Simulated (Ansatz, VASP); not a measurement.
# One calculation of TePb, two programs

```
Te Pb
1.0
     0.00000    2.99041    2.99041
     2.99041    0.00000    2.99041
     2.99041    2.99041    0.00000
Te Pb
1 1
Direct
  0.50000 0.50000 0.50000
  0.00000 0.00000 0.00000
```

Alike in both runs: task single point; functional PBEsol; k mesh 10 × 10 × 10; occupations gaussian, width 0.05 eV; no spin polarisation.

```csv
,VASP,Ansatz
version,VASP 6.6.1,Ansatz 0.2.0
potentials or method,"VASP PAW PBE potentials, release 64 (Te, Pb_d), cutoff 520 eV","scalar-relativistic, plane waves, PAW"
valence electrons in the cell,20,30
```

```csv
,VASP,Ansatz,Ansatz less VASP
gap on the k mesh at the Fermi level (eV),none,none,-
pressure (GPa),16.5,16.5,+0.01
```

VASP's potentials were made for PBE, not for PBEsol. A gap of «none» marks a metal or a gap that the smearing closes. The functional is the same, so the differences come from potentials, cutoffs and numerics. VASP's potentials hold 20 valence electrons a cell and Ansatz's 30, so a difference there can come from the potentials and not from the codes.

Neither program's run includes spin-orbit coupling.
